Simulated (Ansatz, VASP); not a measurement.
Hf3H: VASP beside Ansatz

```
Hf H
1.0
     3.17850    0.00000    0.00000
    -1.58925    2.75266    0.00000
     0.00000    0.00000    7.91263
Hf H
3 1
Direct
  0.66667 0.33333 0.50000
  0.33333 0.66667 0.18390
  0.33333 0.66667 0.81610
  0.66667 0.33333 0.00000
```

Change from the starting cell: species swapped into the Tl3Bi type (P-6m2, No. 187).

Alike in both runs: functional PBE; k mesh 12 × 12 × 6; occupations gaussian, width 0.1 eV; no spin polarisation.

Ansatz relaxed the structure, and its values are those at the end. VASP's run is a single point on that final structure, the one shown.

|  | VASP | Ansatz |
| --- | --- | --- |
| version | VASP 6.6.1 | Ansatz 0.2.0 |
| potentials or method | VASP PAW PBE potentials, release 64 (Hf_pv, H), cutoff 520 eV | scalar-relativistic, plane waves, PAW |
| valence electrons in the cell | 31 | 79 |

```csv
,VASP,Ansatz,Ansatz less VASP
gap on the k mesh at the Fermi level (eV),none,none,-
pressure (GPa),-0.5,0.0,+0.49
```

A gap of «none» marks a metal or a gap that the smearing closes. VASP's potentials hold 31 valence electrons a cell and Ansatz's 79, so a difference there can come from the potentials and not from the codes.

Spin-orbit coupling is off throughout.
